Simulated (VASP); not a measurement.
Set up this calculation in VASP 6.6.1, as the native input.

- Task: single point
- Functional: r2SCAN
- Potentials or basis: VASP PAW PBE potentials, release 64 (Nb_sv)
- Cutoff: 520 eV
- k mesh: 8 × 8 × 11
- Occupations: fermi-dirac, width 0.1 eV
- Spin: no spin polarisation
- Dipole correction: no
- Further INCAR settings: ALGO = Normal; EDIFF = 1e-06; NBANDS = 26

Nb:

```
CELL_PARAMETERS angstrom
4.87815 0.00000 0.00000
-2.43907 4.22460 0.00000
0.00000 0.00000 2.67560
ATOMIC_POSITIONS crystal
Nb 0.00000 0.00000 0.00000
Nb 0.33333 0.66667 0.50000
Nb 0.66667 0.33333 0.50000
```

This isn't the form of Nb at room conditions, which is bcc.

One way to write it, as run:

POSCAR

```
Nb
1.0
    4.8781457841      0.0000000000      0.0000000000
   -2.4390728921      4.2245981724      0.0000000000
    0.0000000000      0.0000000000      2.6755988071
Nb
3
Direct
    1.0000000000      0.0000000000      1.0000000000
    0.3333333333      0.6666666667      0.5000000000
    0.6666666667      0.3333333333      0.5000000000
```

INCAR.step1

```
SYSTEM = Nb
PREC = Accurate
ENCUT = 520
ISMEAR = -1
SIGMA = 0.1
LREAL = .FALSE.
LASPH = .TRUE.
NELM = 60
NBANDS = 26
GGA = PE
ALGO = Normal
EDIFF = 1E-4
LWAVE = .TRUE.
LCHARG = .FALSE.
```

INCAR.step2

```
SYSTEM = Nb
PREC = Accurate
ENCUT = 520
EDIFF = 1E-6
ISMEAR = -1
SIGMA = 0.1
LREAL = .FALSE.
LASPH = .TRUE.
NELM = 60
ALGO = Normal
ISIF = 2
LWAVE = .FALSE.
LCHARG = .TRUE.
METAGGA = R2SCAN
LMIXTAU = .TRUE.
LELF = .TRUE.
LVHAR = .TRUE.
NBANDS = 26
ISTART = 1
```

KPOINTS

```
regular mesh
0
G
  8 8 11
  0 0 0
```

Potentials or basis: VASP PAW PBE potentials, release 64 (Nb_sv).

Launch:

```bash
$ cat potpaw_PBE.64/Nb_sv/POTCAR > POTCAR
$ cp INCAR.step1 INCAR
$ mpirun -np 1 vasp_std > vasp.out
$ cp INCAR.step2 INCAR
$ mpirun -np 1 vasp_std > vasp.out
```

Results of the run:

```json
{
 "Pressure": "-0.2 GPa",
 "Band gap on the k mesh": "zero (an odd number of electrons rules out a gap without spin polarisation)"
}
```

Caveat: the PAW data sets were made with another functional, which shifts forces and pressure a little.

Run time: 110 s on 1 thread of Intel(R) Xeon(R) 6975P-C (Granite Rapids), on a shared host, peak memory 0.2 GiB.
